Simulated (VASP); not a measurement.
Write the native input for VASP 6.6.1 that does the following.

- Task: relaxation of cell and atoms
- Functional: PBE
- Potentials or basis: VASP PAW PBE potentials, release 64 (Mg, Tl_d, F)
- Cutoff: 600 eV
- k mesh: 6 × 6 × 4
- Occupations: gaussian, width 0.1 eV
- Spin: no spin polarisation
- Dipole correction: no
- Further INCAR settings: ALGO = Normal; EDIFF = 1e-06; IBRION = 2; EDIFFG = -0.04; NSW = 90; ISIF = 3

The structure of MgTlF4 lies in POSCAR:

```
MgTlF4
1.0
    3.8360803020      0.0000000000      0.0000000000
   -1.9180401510      3.3221429925      0.0000000000
    0.0000000000      0.0000000000      6.5995890556
Mg Tl F
1 1 4
Direct
    0.0000000000      0.0000000000      0.0000000000
    0.0000000000      0.0000000000      0.5000000000
    0.3333333333      0.6666666667      0.1894061498
    0.3333333333      0.6666666667      0.8105938502
    0.6666666667      0.3333333333      0.1894061498
    0.6666666667      0.3333333333      0.8105938502
```

These files were run (other wordings do the same):

INCAR

```
SYSTEM = MgTlF4
PREC     = Accurate       ! precision mode
ENCUT    = 600            ! plane-wave cutoff, eV
EDIFF    = 1E-6           ! SCF threshold, eV
ISMEAR   = 0              ! smearing method
SIGMA    = 0.1            ! smearing width, eV
LREAL    = .False.        ! projectors in reciprocal space
LASPH    = .True.         ! aspherical terms in the spheres
NELM     = 100            ! most SCF steps
ALGO     = Normal         ! electronic algorithm
ISIF     = 3              ! what is computed and relaxed
LWAVE    = .False.        ! write WAVECAR
LCHARG   = .False.        ! write CHGCAR
GGA      = PE             ! functional
IBRION   = 2              ! ionic algorithm
NSW      = 90             ! ionic steps
EDIFFG   = -0.04          ! ionic threshold
```

KPOINTS

```
Automatic mesh
0
Gamma
  6 6 4
  0 0 0
```

Potentials or basis: VASP PAW PBE potentials, release 64 (Mg, Tl_d, F).

Run with:

```bash
$ cat potpaw_PBE.64/Mg/POTCAR potpaw_PBE.64/Tl_d/POTCAR potpaw_PBE.64/F/POTCAR > POTCAR
$ mpirun -np 1 vasp_std > vasp.out
```

Results of the run:

The relaxed volume is 13.93 Å³/atom and the relaxed cell is a = 3.829 Å, b = 3.829 Å, c = 6.584 Å, α = 90.00°, β = 90.00°, γ = 120.00°. The space group after relaxing (to 0.05 Å) is P6/mmm (No. 191). The energy gained by relaxing is 0.2 meV/atom. The ionic steps are 2 and the pressure after relaxing is -0.1 GPa.

Caveat: an odd number of electrons without spin polarisation forces a metal; a magnetic or distorted state may lie lower.

Run time: 49 s on 1 thread of AMD EPYC 7R13 Processor (Zen 3), on a shared host, peak memory 0.24 GiB.
